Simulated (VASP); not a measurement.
Here is a VASP 6.6.1 calculation.

Contents of INCAR:

```
SYSTEM = Sc5Mo
  PREC = Accurate
  ENCUT = 600
  EDIFF = 1E-6
  ISMEAR = 0
  SIGMA = 0.1
  LREAL = .FALSE.
  LASPH = .TRUE.
  NELM = 80
  ALGO = Fast
  ISIF = 3
  LWAVE = .FALSE.
  LCHARG = .FALSE.
  GGA = PE
  IBRION = 2
  NSW = 90
  EDIFFG = -0.04
```

KPOINTS

```
regular mesh
0
G
  4 4 4
  0 0 0
```

Contents of POSCAR:

```
Sc5Mo
1.0
    0.0000000000      3.7298429200      3.7298429200
    3.7298429200      0.0000000000      3.7298429200
    3.7298429200      3.7298429200      0.0000000000
Sc Mo
5 1
Direct
    0.2500000000      0.2500000000      0.2500000000
    0.1277616000      0.6240794700      0.6240794700
    0.6240794700      0.6240794700      0.6240794700
    0.6240794700      0.6240794700      0.1277616000
    0.6240794700      0.1277616000      0.6240794700
    0.0000000000      0.0000000000      0.0000000000
```

Potentials or basis: VASP PAW PBE potentials, release 64 (Sc_sv, Mo_sv).

Command:

```bash
$ cat potpaw_PBE.64/Sc_sv/POTCAR potpaw_PBE.64/Mo_sv/POTCAR > POTCAR
$ mpirun -np 1 vasp_std > vasp.out
```

(1) What does it give for the relaxed volume?

(2) What does it give for the relaxed cell?

(3) Predict the space group after relaxing (to 0.05 Å).

Answers

(1) 22.46 Å³/atom.

(2) a = 5.755 Å, b = 5.755 Å, c = 5.755 Å, α = 60.00°, β = 60.00°, γ = 60.00°.

(3) F-43m (No. 216).

Caveat: the k points lie up to 0.33 Å⁻¹ apart in the final cell; the volume moved by over 15 % at a fixed basis, so the end points are rough.
